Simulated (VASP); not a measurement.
BiRu (rocksalt type):

```
Ru Bi
1.0
     0.00000    2.84181    2.84181
     2.84181    0.00000    2.84181
     2.84181    2.84181    0.00000
Ru Bi
1 1
Direct
  0.00000 0.00000 0.00000
  0.50000 0.50000 0.50000
```

| Quantity | Value |
| --- | --- |
| Program | VASP 6.6.1 |
| Task | relaxation of cell and atoms |
| Functional | PBE |
| Potentials or basis | VASP PAW PBE potentials, release 64 (Ru_pv, Bi_d) |
| Cutoff | 600 eV |
| k mesh | 10 × 10 × 10 |
| Occupations | fermi-dirac, width 0.05 eV |
| Spin | no spin polarisation |

At the start: pressure -6.7 GPa; volume 22.95 Å³/atom.

Q: Where does the relaxation end?

A: Over 5 steps the energy falls by 35.0 meV/atom and the volume is 21.39 Å³/atom (-6.8 %); space group Fm-3m (No. 225, to 0.05 Å).

The path:
```csv
step,energy change (eV),largest force (eV/Å),pressure (GPa),volume (Å³)
1,0.0000,0.0000,-6.70,45.90
2,0.0134,0.0000,9.73,39.82
3,-0.0700,0.0000,-0.16,42.81
4,-0.0700,0.0000,0.04,42.75
5,-0.0700,0.0000,0.00,42.79
```

Final structure:
```
Ru Bi
1.0
     0.00000    2.77603    2.77603
     2.77603    0.00000    2.77603
     2.77603    2.77603    0.00000
Ru Bi
1 1
Direct
  0.00000 0.00000 0.00000
  0.50000 0.50000 0.50000
```
